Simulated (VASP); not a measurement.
# W2CSe2 (P-3m1) in VASP: notebook

W2CSe2 is run at these levels: r2SCAN; tasks: single point.

Program: VASP 6.6.1. These are calculated values, not measurements. Logs are shortened: lines on timing, memory, paths and dates and some standing lists are left out, and cuts for length are marked.

### 1 The cell of the first run

Symmetry: P-3m1, No. 164, trigonal system. Conventional cell: a = 3.353 Å, b = 3.353 Å, c = 8.952 Å, α = 90.00°, β = 90.00°, γ = 120.00°. W (site symmetry 3m) has 3 C at 2.18 Å and 3 Se at 2.61 Å and 3 W at 2.78 Å within 2.9 Å. Within 3.4 Å of Se (site symmetry 3m) lie 3 W at 2.61 Å and 6 Se at 3.35 Å and 3 C at 3.36 Å. Within 2.9 Å of C (site symmetry -3m) lie 6 W at 2.18 Å.

### 2 Single point, r2SCAN

POSCAR

```
W2CSe2
1.0
    3.3531508842     -0.0000002836      0.0000000000
   -1.6765751965      2.9039139903      0.0000000000
    0.0000000000      0.0000000000      8.9516575663
W Se C
2 2 1
Direct
    0.3333333333      0.6666666667      0.1117029531
    0.6666666667      0.3333333333      0.8882970469
    0.3333333333      0.6666666667      0.6932893410
    0.6666666667      0.3333333333      0.3067106590
    0.0000000000      0.0000000000      0.0000000000
```

INCAR.step1

```
  ALGO = Normal
  EDIFF = 1E-4
  ENCUT = 520
  GGA = PE
  ISMEAR = -1
  LASPH = T
  LCHARG = F
  LREAL = F
  LWAVE = T
  NBANDS = 30
  NELM = 80
  PREC = Accurate
  SIGMA = 0.0399
```

INCAR.step2

```
  ALGO = Normal
  EDIFF = 1E-6
  ENCUT = 520
  ISIF = 2
  ISMEAR = -1
  ISTART = 1
  LASPH = T
  LCHARG = T
  LELF = T
  LMIXTAU = T
  LREAL = F
  LVHAR = T
  LWAVE = F
  METAGGA = R2SCAN
  NBANDS = 30
  NELM = 80
  PREC = Accurate
  SIGMA = 0.0399
```

KPOINTS

```
k-points
0
Gamma
  6 6 2
```

Potentials or basis: VASP PAW PBE potentials, release 64 (W_sv, Se, C).

Started as:

```
> cat potpaw_PBE.64/W_sv/POTCAR potpaw_PBE.64/Se/POTCAR potpaw_PBE.64/C/POTCAR > POTCAR
> cp INCAR.step1 INCAR
> mpirun -np 1 vasp_std > vasp.out
> cp INCAR.step2 INCAR
> mpirun -np 1 vasp_std > vasp.out
```

OUTCAR:

```text
EDIFF = 1E-6
   ENCUT = 520
   ISIF = 2
   ISMEAR = -1
   ISTART = 1
   LASPH = T
   LREAL = F
   METAGGA = R2SCAN
   NELM = 80
   PREC = Accurate

 ion  position               nearest neighbor table
   1  0.333  0.667  0.112-   5 2.18   5 2.18   5 2.18   4 2.61   4 2.61   4 2.61   2 2.78   2 2.78
                             2 2.78
   2  0.667  0.333  0.888-   5 2.18   5 2.18   5 2.18   3 2.61   3 2.61   3 2.61   1 2.78   1 2.78
                             1 2.78
   3  0.333  0.667  0.693-   2 2.61   2 2.61   2 2.61
   4  0.667  0.333  0.307-   1 2.61   1 2.61   1 2.61
   5  0.000  0.000  0.000-   1 2.18   2 2.18   2 2.18   1 2.18   2 2.18   1 2.18

  LATTYP: Found a hexagonal cell.
 ALAT       =     3.3531508842
 C/A-ratio  =     2.6696256373

  Lattice vectors:

 A1 = (   3.3531508842,  -0.0000002836,   0.0000000000)
 A2 = (  -1.6765751965,   2.9039139903,   0.0000000000)
 A3 = (   0.0000000000,   0.0000000000,   8.9516575663)

Analysis of symmetry for initial positions (statically):
=====================================================================
 Subroutine PRICEL returns:
 Original cell was already a primitive cell.

 Routine SETGRP: Setting up the symmetry group for a
 hexagonal supercell.

 Subroutine GETGRP returns: Found 12 space group operations
 (whereof 12 operations were pure point group operations)
 out of a pool of 24 trial point group operations.

The static configuration has the point symmetry D_3d.

Analysis of symmetry for dynamics (positions and initial velocities):
=====================================================================
 Subroutine PRICEL returns:
 Original cell was already a primitive cell.

 Routine SETGRP: Setting up the symmetry group for a
 hexagonal supercell.

 Subroutine GETGRP returns: Found 12 space group operations
 (whereof 12 operations were pure point group operations)
 out of a pool of 24 trial point group operations.

The dynamic configuration has the point symmetry D_3d.

 Subroutine INISYM returns: Found 12 space group operations
 (whereof 12 operations are pure point group operations),
 and found     1 'primitive' translations

----------------------------------------------------------------------------------------

                                     Primitive cell

  volume of cell :      87.1646

  direct lattice vectors                    reciprocal lattice vectors
     3.353150884 -0.000000284  0.000000000     0.298226976  0.172181391  0.000000000
    -1.676575196  2.903913990  0.000000000     0.000000029  0.344362833  0.000000000
     0.000000000  0.000000000  8.951657566     0.000000000  0.000000000  0.111711154

  length of vectors
     3.353150884  3.353150884  8.951657566     0.344362833  0.344362833  0.111711154

  position of ions in fractional coordinates (direct lattice)
     0.333333333  0.666666667  0.111702953
     0.666666667  0.333333333  0.888297047
     0.333333333  0.666666667  0.693289341
     0.666666667  0.333333333  0.306710659
     0.000000000  0.000000000  0.000000000

  ion indices of the primitive-cell ions
   primitive index   ion index
                 1           1
                 2           2
                 3           3
                 4           4
                 5           5

----------------------------------------------------------------------------------------

 KPOINTS: k-points

Automatic generation of k-mesh.
 Grid dimensions read from file:
 generate k-points for:    6    6    2

 Generating k-lattice:

  Cartesian coordinates                     Fractional coordinates (reciprocal lattice)
     0.049704496  0.028696899  0.000000000     0.166666667 -0.000000000  0.000000000
     0.000000005  0.057393806  0.000000000     0.000000000  0.166666667  0.000000000
     0.000000000  0.000000000  0.055855577     0.000000000  0.000000000  0.500000000

  Length of vectors
     0.057393806  0.057393806  0.055855577

  Shift w.r.t. Gamma in fractional coordinates (k-lattice)
     0.000000000  0.000000000  0.000000000

 Subroutine IBZKPT returns following result:
 ===========================================

 Found     14 irreducible k-points:

 Following reciprocal coordinates:
            Coordinates               Weight
  0.000000  0.000000  0.000000      1.000000
  0.166667  0.000000  0.000000      6.000000
  0.333333 -0.000000  0.000000      6.000000
  0.500000  0.000000  0.000000      3.000000
  0.166667  0.166667  0.000000      6.000000
  0.333333  0.166667  0.000000     12.000000
  0.333333  0.333333  0.000000      2.000000
  0.000000  0.000000  0.500000      1.000000
  0.166667  0.000000  0.500000      6.000000
  0.333333 -0.000000  0.500000      6.000000
  0.500000  0.000000  0.500000      3.000000
  0.166667  0.166667  0.500000      6.000000
  0.333333  0.166667  0.500000     12.000000
  0.333333  0.333333  0.500000      2.000000
   k-points           NKPTS =     14   k-points in BZ     NKDIM =     14   number of bands    NBANDS=     30
   number of dos      NEDOS =    301   number of ions     NIONS =      5
   total plane-waves  NPLWV =  54880
   dimension x,y,z NGX =    28 NGY =   28 NGZ =   70
   dimension x,y,z NGXF=    56 NGYF=   56 NGZF=  140
   ions per type =               2   2   1
   NGX,Y,Z   is equivalent  to a cutoff of  13.88, 13.88, 13.00 a.u.
   NGXF,Y,Z  is equivalent  to a cutoff of  27.76, 27.76, 26.00 a.u.
 SYSTEM =  unknown system
   PREC   = accura    normal or accurate (medium, high low for compatibility)
   ISTART =      1    job   : 0-new  1-cont  2-samecut
   ICHARG =      0    charge: 1-file 2-atom 10-const
   ISPIN  =      1    spin polarized calculation?
   LNONCOLLINEAR =      F non collinear calculations
   LSORBIT =      F    spin-orbit coupling
   LASPH  =      T    aspherical Exc in radial PAW
   ENCUT  =  520.0 eV  38.22 Ry    6.18 a.u.   6.23  6.23 16.64*2*pi/ulx,y,z
   NELM   =     80;   NELMIN=  2; NELMDL=  0     # of ELM steps
   EDIFF  = 0.1E-05   stopping-criterion for ELM
   LREAL  =      F    real-space projection
   EDIFFG = 0.1E-04   stopping-criterion for IOM
   NSW    =      0    number of steps for IOM
   IBRION =     -1    ionic relax: 0-MD 1-quasi-New 2-CG
   NFREE  =      0    steps in history (QN), initial steepest desc. (CG)
   ISIF   =      2    stress and relaxation
   ISYM   =      2    0-nonsym 1-usesym 2-fastsym
   POTIM  = 0.5000    time-step for ionic-motion
   TEBEG  =    0.0;   TEEND  =   0.0 temperature during run
   PSTRESS=    0.0 pullay stress
   NELECT =      44.0000    total number of electrons
   NUPDOWN=      -1.0000    fix difference up-down
   EMIN   =  10.00;   EMAX   =-10.00  energy-range for DOS
   EFERMI =   0.00;   METHOD = LEGACY
   ISMEAR =    -1;   SIGMA  =   0.04  broadening in eV -4-tet -1-fermi 0-gaus
   EFERMI_NEDOS =   21; number of points for ismear=-14 and -15
   IALGO  =     38    algorithm
   IMIX   =      4    mixing-type and parameters
     AMIX     =   0.40;   BMIX     =  1.00
     AMIX_MAG =   1.60;   BMIX_MAG =  1.00
  volume/ion in A,a.u.               =      17.43       117.64
  Fermi-wavevector in a.u.,A,eV,Ry     =   1.303504  2.463265 23.117960  1.699122
  Thomas-Fermi vector in A             =   2.434501
   LORBIT       =      0    0 simple, 1 ext, 2 COOP (PROOUT), +10 PAW based schemes
   METAGGA = R2SCAN    functional components
   LHFCALC =     F    Hartree Fock is set to
   AEXX    =    0.0000 exact exchange contribution
   IVDW    =     0    specifies the selected vdW correction
   LEPSILON=     F    determine dielectric tensor
   LRPA    =     F    only Hartree local field effects (RPA)
 non-spin polarized calculation
  energy-cutoff  :      520.00
  volume of cell :       87.16
 maximum number of plane-waves:      2362
 NGX is ok and might be reduce to    28
   NGX = 13   NGY = 13   NGZ = 33

 number of electron      44.0000002 magnetization

 Free energy of the ion-electron system (eV)
  ---------------------------------------------------
  ext. energy  EPLUGINS =         0.00000000
  ---------------------------------------------------
  free energy    TOTEN  =      -142.24324343 eV

  energy without entropy =     -142.23615173  energy(sigma->0) =     -142.23969758

 E-fermi :   7.0403     XC(G=0): -11.8055

 val. band max:        7.0050703233   @ k =   0.0000   0.0000   0.5000
 cond. band min:       7.0603522878   @ k =   0.5000   0.0000   0.0000
 fundamental gap:      0.0552819645
 Fermi energy:         7.0403395723

 k-point     1 :       0.0000    0.0000    0.0000
  band No.  band energies     occupation
      1     -69.9511      2.00000
      2     -69.8665      2.00000
      3     -33.8828      2.00000
      4     -33.4923      2.00000
      5     -33.4923      2.00000
      6     -33.3045      2.00000
[... 22 lines left out ...]
     29      10.9274      0.00000
     30      13.8573      0.00000

 k-point     2 :       0.1667    0.0000    0.0000
  band No.  band energies     occupation
      1     -69.9439      2.00000
      2     -69.8692      2.00000
      3     -33.8698      2.00000
      4     -33.5925      2.00000
      5     -33.5239      2.00000
      6     -33.3343      2.00000
[... 22 lines left out ...]
     29      12.0377      0.00000
     30      12.7752      0.00000

 k-point     3 :       0.3333   -0.0000    0.0000
  band No.  band energies     occupation
      1     -69.9264      2.00000
      2     -69.8775      2.00000
      3     -33.8564      2.00000
      4     -33.7515      2.00000
      5     -33.5797      2.00000
      6     -33.3635      2.00000
[... 22 lines left out ...]
     29      12.3002      0.00000
     30      12.8837      0.00000

 k-point     4 :       0.5000    0.0000    0.0000
  band No.  band energies     occupation
      1     -69.9137      2.00000
      2     -69.8855      2.00000
      3     -33.8557      2.00000
      4     -33.8259      2.00000
      5     -33.6054      2.00000
      6     -33.3414      2.00000
[... 286 lines left out ...]
     29      11.9443      0.00000
     30      12.1042      0.00000

 k-point    13 :       0.3333    0.1667    0.5000
  band No.  band energies     occupation
      1     -69.9137      2.00000
      2     -69.8855      2.00000
      3     -33.8426      2.00000
      4     -33.7908      2.00000
      5     -33.6583      2.00000
      6     -33.3474      2.00000
[... 22 lines left out ...]
     29      11.7382      0.00000
     30      11.9566      0.00000

 k-point    14 :       0.3333    0.3333    0.5000
  band No.  band energies     occupation
      1     -69.8984      2.00000
      2     -69.8984      2.00000
      3     -33.7954      2.00000
      4     -33.7954      2.00000
      5     -33.7471      2.00000
      6     -33.3684      2.00000
[... 22 lines left out ...]
     29      11.6065      0.00000
     30      11.6065      0.00000

------------------------ aborting loop because EDIFF is reached ----------------------------------------

  FORCE on cell =-STRESS in cart. coord.  units (eV):
  Direction    XX          YY          ZZ          XY          YZ          ZX
  --------------------------------------------------------------------------------------
  -------------------------------------------------------------------------------------
  Total        0.3548355      0.3548355      0.3709385     -0.0000000     -0.0000000     -0.0000000
  in kB        6.5222496      6.5222496      6.8182382     -0.0000000     -0.0000000     -0.0000000
  external PRESSURE =       6.6209125 kB  Pullay stress =       0.0000000 kB

 VOLUME and BASIS-vectors are now :
 -----------------------------------------------------------------------------
  energy-cutoff  :      520.00
  volume of cell :       87.16
      direct lattice vectors                 reciprocal lattice vectors
     3.353150884 -0.000000284  0.000000000     0.298226976  0.172181391  0.000000000
    -1.676575196  2.903913990  0.000000000     0.000000029  0.344362833  0.000000000
     0.000000000  0.000000000  8.951657566     0.000000000  0.000000000  0.111711154

 POSITION                                       TOTAL-FORCE (eV/Angst)
 -----------------------------------------------------------------------------------
      0.00000      1.93594      0.99993         0.000000     -0.000000      0.072861
      1.67658      0.96797      7.95173        -0.000000      0.000000     -0.072861
      0.00000      1.93594      6.20609        -0.000000      0.000000     -0.042265
      1.67658      0.96797      2.74557        -0.000000      0.000000      0.042265
      0.00000      0.00000      0.00000        -0.000000      0.000000      0.000000
 -----------------------------------------------------------------------------------
    total drift:                               -0.000000      0.000000     -0.000000

  FREE ENERGIE OF THE ION-ELECTRON SYSTEM (eV)
  ---------------------------------------------------
  free  energy   TOTEN  =      -142.2432434293 eV

  energy  without entropy=     -142.2361517258  energy(sigma->0) =     -142.23969758
```

Wall time 5.6 min (1 thread of Intel Xeon 8259CL, shared host); peak memory 0.25 GiB.

Results:

```yaml
Free_energy: -142.2432 eV
Pressure: 0.7 GPa
Largest_force: 0.073 eV/Å
Band_gap_on_the_k_mesh: zero (bands 22 and 23 overlap by 0.79 eV)
```

Forces on the atoms (eV/Å):
```
W    0.000  0.000  0.073
W    0.000  0.000 -0.073
Se   0.000  0.000 -0.042
Se   0.000  0.000  0.042
C    0.000  0.000  0.000
```

Caveat: the k points lie up to 0.36 Å⁻¹ apart, too coarse for converged energies and pressures of a metal; the PAW data sets were made with another functional, which shifts forces and pressure a little; spin-orbit coupling is left out, which moves the levels of the heavy elements.

### 3 Single point, r2SCAN

POSCAR

```
W2CSe2
1.0
    3.3531509051     -0.0000002836      0.0000000000
   -1.6765752070      2.9039140083      0.0000000000
    0.0000000000      0.0000000000      8.9516625857
W Se C
2 2 1
Direct
    0.3333333333      0.6666666667      0.1117028908
    0.6666666667      0.3333333333      0.8882971092
    0.3333333333      0.6666666667      0.6932895137
    0.6666666667      0.3333333333      0.3067104863
    0.0000000000      0.0000000000      0.0000000000
```

INCAR.step1

```
ALGO = Normal
EDIFF = 1E-4
ENCUT = 520
GGA = PE
ISMEAR = -1
LASPH = T
LCHARG = F
LREAL = F
LWAVE = T
NBANDS = 30
NELM = 100
PREC = Accurate
SIGMA = 0.0399
```

INCAR.step2

```
ALGO = Normal
EDIFF = 1E-6
ENCUT = 520
ISIF = 2
ISMEAR = -1
ISTART = 1
LASPH = T
LCHARG = F
LMIXTAU = T
LREAL = F
LWAVE = F
METAGGA = R2SCAN
NBANDS = 30
NELM = 100
PREC = Accurate
SIGMA = 0.0399
```

KPOINTS is that of step 2.

Potentials or basis: VASP PAW PBE potentials, release 64 (W_sv, Se, C).

Started as:

```
> cat potpaw_PBE.64/W_sv/POTCAR potpaw_PBE.64/Se/POTCAR potpaw_PBE.64/C/POTCAR > POTCAR
> cp INCAR.step1 INCAR
> mpirun -np 1 vasp_std > vasp.out
> cp INCAR.step2 INCAR
> mpirun -np 1 vasp_std > vasp.out
```

OUTCAR:

```text
EDIFF = 1E-6
   ENCUT = 520
   ISIF = 2
   ISMEAR = -1
   ISTART = 1
   LASPH = T
   LREAL = F
   METAGGA = R2SCAN
   NELM = 100
   PREC = Accurate

 ion  position               nearest neighbor table
   1  0.333  0.667  0.112-   5 2.18   5 2.18   5 2.18   4 2.61   4 2.61   4 2.61   2 2.78   2 2.78
                             2 2.78
   2  0.667  0.333  0.888-   5 2.18   5 2.18   5 2.18   3 2.61   3 2.61   3 2.61   1 2.78   1 2.78
[... 657 lines left out ...]
  --------------------------------------------------------------------------------------
  -------------------------------------------------------------------------------------
  Total        0.3548336      0.3548336      0.3709331     -0.0000000      0.0000000     -0.0000000
  in kB        6.5222094      6.5222094      6.8181351     -0.0000000      0.0000000     -0.0000000
  external PRESSURE =       6.6208513 kB  Pullay stress =       0.0000000 kB

 VOLUME and BASIS-vectors are now :
 -----------------------------------------------------------------------------
  energy-cutoff  :      520.00
  volume of cell :       87.16
      direct lattice vectors                 reciprocal lattice vectors
     3.353150905 -0.000000284  0.000000000     0.298226974  0.172181390  0.000000000
    -1.676575207  2.903914008  0.000000000     0.000000029  0.344362831  0.000000000
     0.000000000  0.000000000  8.951662586     0.000000000  0.000000000  0.111711092

 POSITION                                       TOTAL-FORCE (eV/Angst)
 -----------------------------------------------------------------------------------
      0.00000      1.93594      0.99993        -0.000000     -0.000000      0.072860
      1.67658      0.96797      7.95174        -0.000000      0.000000     -0.072860
      0.00000      1.93594      6.20609         0.000000     -0.000000     -0.042266
      1.67658      0.96797      2.74557         0.000000      0.000000      0.042266
      0.00000      0.00000      0.00000         0.000000      0.000000      0.000000
 -----------------------------------------------------------------------------------
    total drift:                                0.000000      0.000000      0.000000

  FREE ENERGIE OF THE ION-ELECTRON SYSTEM (eV)
  ---------------------------------------------------
  free  energy   TOTEN  =      -142.2432434295 eV

  energy  without entropy=     -142.2361517187  energy(sigma->0) =     -142.23969757
```

It took 5.3 min on 1 thread of Intel Xeon 8259CL, shared host; peak memory 0.26 GiB.

Results:

```yaml
Free_energy: -142.2432 eV
Pressure: 0.7 GPa
Largest_force: 0.073 eV/Å
Band_gap_on_the_k_mesh: zero (bands 22 and 23 overlap by 0.79 eV)
```

Forces in eV/Å, atoms in the order of the input:
```
W    0.000  0.000  0.073
W    0.000  0.000 -0.073
Se   0.000  0.000 -0.042
Se   0.000  0.000  0.042
C    0.000  0.000  0.000
```

Caveat: the k points lie up to 0.36 Å⁻¹ apart, too coarse for converged energies and pressures of a metal; the PAW data sets were made with another functional, which shifts forces and pressure a little; spin-orbit coupling is left out, which moves the levels of the heavy elements.

(Continued in part 2 of 2.)
